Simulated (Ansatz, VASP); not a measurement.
**Rh: VASP beside Ansatz**

```xyz
1
Lattice="0.0000 1.9147 1.9147 1.9147 0.0000 1.9147 1.9147 1.9147 0.0000" Properties=species:S:1:pos:R:3 pbc="T T T"
Rh    0.0000    0.0000    0.0000
```

Alike in both runs: task single point; functional PBE; k mesh 36 × 36 × 36; no spin polarisation.

```csv
,VASP,Ansatz
version,VASP 6.6.1,Ansatz 0.2.0
potentials or method,"VASP PAW PBE potentials, release 64 (Rh_pv)","plane-wave PAW, scalar-relativistic"
plane-wave cutoff (eV),520,420
occupations,"methfessel-paxton of order 1, width 0.1 eV","cold, width 0.1 eV"
valence electrons in the cell,15,17
```

|  | VASP | Ansatz | Ansatz less VASP |
| --- | --- | --- | --- |
| pressure (GPa) | 0.1 | 0.1 | -0.02 |

VASP's potentials hold 15 valence electrons a cell and Ansatz's 17, so a difference there can come from the potentials and not from the codes.
